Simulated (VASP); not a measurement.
Input of a VASP 6.6.1 run:

INCAR

```
ALGO = Normal
EDIFF = 1E-8
ENCUT = 520
GGA = PE
ISIF = 2
ISMEAR = -1
LASPH = True
LCHARG = False
LEFG = True
LREAL = False
LWAVE = False
NBANDS = 20
NELM = 100
PREC = Accurate
SIGMA = 0.03
```

Contents of KPOINTS:

```
k-points
0
Gamma
  12 12 12
```

The input POSCAR:

```
CuI2
1.0
    0.0000000000      3.5859968085      3.5859968085
    3.5859968085      0.0000000000      3.5859968085
    3.5859968085      3.5859968085      0.0000000000
Cu I
1 2
Direct
    0.0000000000      0.0000000000      0.0000000000
    0.2500000000      0.2500000000      0.2500000000
    0.7500000000      0.7500000000      0.7500000000
```

Potentials or basis: VASP PAW PBE potentials, release 64 (Cu, I).

Command:

```console
$ cat potpaw_PBE.64/Cu/POTCAR potpaw_PBE.64/I/POTCAR > POTCAR
$ mpirun -np 1 vasp_std > vasp.out
```

**Question.** What does it give for the band gap on the k mesh?

**Answer.** Zero (an odd number of electrons rules out a gap without spin polarisation).

**Question.** Estimate the pressure.

**Answer.** 0.0 GPa.

Caveat: spin-orbit coupling is left out, which moves the levels of the heavy elements; an odd number of electrons without spin polarisation forces a metal; a magnetic or distorted state may lie lower.
